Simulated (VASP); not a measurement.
SrPd:

```
Sr Pd
1.0
     2.12616   -5.66968    0.00000
     2.12616    5.66968    0.00000
     0.00000    0.00000    4.52184
Sr Pd
2 2
Cartesian
  2.1262 -4.0900 3.3914
  2.1262 4.0900 1.1305
  2.1262 -0.8005 3.3914
  2.1262 0.8005 1.1305
```

Base run:

```yaml
Program: VASP 6.6.1
Functional: r2SCAN
Potentials_or_basis: VASP PAW PBE potentials, release 64 (Sr_sv, Pd)
Cutoff: 520 eV
k_mesh: 6 × 6 × 4
Occupations: gaussian, width 0.1 eV
Spin: no spin polarisation
```

Its results: pressure 0.0 GPa.

Task: After a change of settings the same cell gave: pressure -0.9 GPa. Which change was it?
A. k mesh from 6 × 6 × 4 to 4 × 4 × 4
B. k mesh from 6 × 6 × 4 to 2 × 2 × 2
C. k mesh from 6 × 6 × 4 to 6 × 6 × 6
D. k mesh from 6 × 6 × 4 to 1 × 1 × 1; further incar settings from ALGO = Normal; EDIFF = 1e-06; NBANDS = 28 to ALGO = Normal; EDIFF = 1e-07; NBANDS = 28

Result: B.

Caveats: some runs use coarse meshes; the PAW data sets were made with another functional, which shifts forces and pressure a little.
